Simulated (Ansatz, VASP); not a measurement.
**Two plane-wave programs on Al2Cu**

```xyz
6
Lattice="-2.9821 2.9821 2.4055 2.9821 -2.9821 2.4055 2.9821 2.9821 -2.4055" Properties=species:S:1:pos:R:3 pbc="T T T"
Al    0.9436    3.9257    0.0000
Al    2.0385    0.9436    0.0000
Al    2.0385   -0.9436    2.4055
Al    0.9436    2.0385    2.4055
Cu    0.0000    0.0000    1.2027
Cu    0.0000    0.0000    3.6082
```

Alike in both runs: functional PBE; dispersion D3(BJ); k mesh 10 × 10 × 10; occupations gaussian, width 0.1 eV; no spin polarisation.

Ansatz relaxed the structure, and its values are those at the end. VASP's run is a single point on that final structure, the one shown.

|  | VASP | Ansatz |
| --- | --- | --- |
| version | VASP 6.6.1 | Ansatz 0.2.0 |
| potentials or method | VASP PAW PBE potentials, release 64 (Al, Cu), cutoff 520 eV | scalar-relativistic, plane waves, PAW |
| valence electrons in the cell | 34 | 50 |

Ansatz gave:

| Item | Value |
| --- | --- |
| gap on the k mesh at the Fermi level (eV) | none |
| pressure (GPa) | 0.0 |

Task: Estimate VASP's values.

Result: gap on the k mesh at the Fermi level (eV): none; pressure (GPa): 0.1.

A gap of «none» marks a metal or a gap that the smearing closes. VASP's potentials hold 34 valence electrons a cell and Ansatz's 50, so a difference there can come from the potentials and not from the codes.
